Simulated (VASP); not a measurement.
Wanted: the native input for a VASP 6.6.1 run.

* Task: single point
* Functional: PBE
* Potentials or basis: VASP PAW PBE potentials, release 64 (B, As)
* Cutoff: 520 eV
* k mesh: 6 × 6 × 6
* Occupations: gaussian, width 0.01 eV
* Spin: no spin polarisation
* Dipole correction: no
* Further INCAR settings: ALGO = Normal; EDIFF = 1e-07; NBANDS = 11

The structure of BAs lies in POSCAR:

```
BAs
1.0
    0.0000000000      2.3918676041      2.3201115760
    2.3918676041      0.0000000000      2.3201115760
    2.3918676041      2.3918676041      0.0000000000
B As
1 1
Direct
    0.0000000000      0.0000000000      0.0000000000
    0.2500000000      0.2500000000      0.2500000000
```

This cell differs from its parent crystal: uniaxial z strain -3.0%.

One way to write it, as run:

INCAR

```
SYSTEM = BAs
PREC = Accurate ; ENCUT = 520
EDIFF = 1E-7 ; ISMEAR = 0
SIGMA = 0.01 ; LREAL = .False.
LASPH = .True. ; NELM = 80
ALGO = Normal ; ISIF = 2
LWAVE = .False. ; LCHARG = .True.
GGA = PE ; LELF = .True.
LVHAR = .True. ; NBANDS = 11
```

KPOINTS

```
Automatic mesh
0
Gamma
  6 6 6
  0 0 0
```

Potentials or basis: VASP PAW PBE potentials, release 64 (B, As).

Launch:

```bash
$ cat potpaw_PBE.64/B/POTCAR potpaw_PBE.64/As/POTCAR > POTCAR
$ mpirun -np 1 vasp_std > vasp.out
```

It gave:

| Item | Value |
| --- | --- |
| Pressure | 7.5 GPa |
| Band gap on the k mesh | 0.80 eV, indirect (least direct gap 2.99 eV) |

Caveat: the cell differs from its parent crystal (uniaxial z strain -3.0%).

Wall time 17 s on 1 thread of Intel(R) Xeon(R) Platinum 8259CL CPU @ 2.50GHz (Skylake/Cascade Lake), with other jobs on the host, peak memory 0.15 GiB.
